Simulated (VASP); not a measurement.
Crystal: SrCl2.

```xyz
3
Lattice="2.0857 1.2042 6.1350 -2.0857 1.2042 6.1350 0.0000 -2.4084 6.1350" Properties=species:S:1:pos:R:3 pbc="T T T"
Sr    0.0000    0.0000    0.0037
Cl    0.0000    0.0000    7.7812
Cl    0.0000    0.0000    4.4852
```

Base run:

```yaml
Program: VASP 6.6.1
Functional: r2SCAN
Potentials_or_basis: VASP PAW PBE potentials, release 64 (Sr_sv, Cl)
Cutoff: 520 eV
k_mesh: 6 × 6 × 6
Occupations: gaussian, width 0.01 eV
Spin: no spin polarisation
```

Its results: band gap on the k mesh 4.88 eV, direct; pressure 0.7 GPa; largest force 0.008 eV/Å.

Task: The run is repeated on the same cell with these changes: functional from r2SCAN to PBE. What comes out?

Result: Band gap on the k mesh 4.35 eV, direct; pressure 1.3 GPa; largest force 0.004 eV/Å.

r2SCAN gives the wider gap, since meta-GGAs in the generalised Kohn-Sham scheme recover part of the derivative discontinuity.

Caveats: the PAW data sets were made with another functional, which shifts forces and pressure a little (some runs).

A k mesh can miss the band edges.
